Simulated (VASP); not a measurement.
Wanted: the native input for a VASP 6.6.1 run.

* Task: single point
* Functional: PBEsol
* Potentials or basis: VASP PAW PBE potentials, release 64 (Os)
* Cutoff: 520 eV
* k mesh: 20 × 20 × 12
* Occupations: fermi-dirac, width 0.05 eV
* Spin: no spin polarisation
* Dipole correction: no
* Further INCAR settings: ALGO = Normal; EDIFF = 1e-06; NBANDS = 15

The structure of Os lies in POSCAR:

```
Os
1.0
    2.7269227610      0.0000000000      0.0000000000
   -1.3634613805      2.3615843851      0.0000000000
    0.0000000000      0.0000000000      4.3040278846
Os
2
Direct
    0.3333333333      0.6666666667      0.2500000000
    0.6666666667      0.3333333333      0.7500000000
```

One way to write it, as run:

INCAR

```
SYSTEM = Os
ALGO = Normal ; EDIFF = 1E-6
ENCUT = 520 ; GGA = PS
ISIF = 2 ; ISMEAR = -1
LASPH = .True. ; LCHARG = .False.
LREAL = .False. ; LWAVE = .False.
NBANDS = 15 ; NELM = 60
PREC = Accurate ; SIGMA = 0.05
```

KPOINTS

```
k-points
0
Gamma
  20 20 12
  0 0 0
```

Potentials or basis: VASP PAW PBE potentials, release 64 (Os).

Run with:

```sh
$ cat potpaw_PBE.64/Os/POTCAR > POTCAR
$ mpirun -np 1 vasp_std > vasp.out
```

Results of the run:

```
Pressure               : 1.5 GPa
Band gap on the k mesh : zero (bands 8 and 9 overlap by 4.02 eV)
```

Caveat: the PAW data sets were made with another functional, which shifts forces and pressure a little; spin-orbit coupling is left out, which moves the levels of the heavy elements.

It took 2.1 min on 1 thread of Intel(R) Xeon(R) Platinum 8375C CPU @ 2.90GHz (Ice Lake) (shared host), peak memory 0.23 GiB.
